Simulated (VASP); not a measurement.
Here is a VASP 6.6.1 calculation.

File INCAR:

```
SYSTEM = Ti
PREC = Accurate ; ENCUT = 520
EDIFF = 1E-6 ; ISMEAR = -1
SIGMA = 0.1 ; LREAL = .FALSE.
LASPH = .TRUE. ; NELM = 60
ALGO = Normal ; ISIF = 2
LWAVE = .FALSE. ; LCHARG = .TRUE.
GGA = CA ; LELF = .TRUE.
LVHAR = .TRUE. ; NBANDS = 19
```

File KPOINTS:

```
regular mesh
0
G
  13 13 7
  0 0 0
```

POSCAR

```
Ti
1.0
    2.8638698861      0.0000000000      0.0000000000
   -1.4319349430      2.4801840745      0.0000000000
    0.0000000000      0.0000000000      4.5399943151
Ti
2
Direct
    0.3333333333      0.6666666667      0.2500000000
    0.6666666667      0.3333333333      0.7500000000
```

Potentials or basis: VASP PAW LDA potentials, release 64 (Ti_sv).

Run with:

```sh
$ cat potpaw_LDA.64/Ti_sv/POTCAR > POTCAR
$ mpirun -np 1 vasp_std > vasp.out
```

Problem. Estimate the pressure.

Solution. -0.1 GPa.

Problem. Estimate the band gap on the k mesh.

Solution. Zero (band 12 reaches 9.68 eV, above the bottom of band 13 at 8.59 eV).
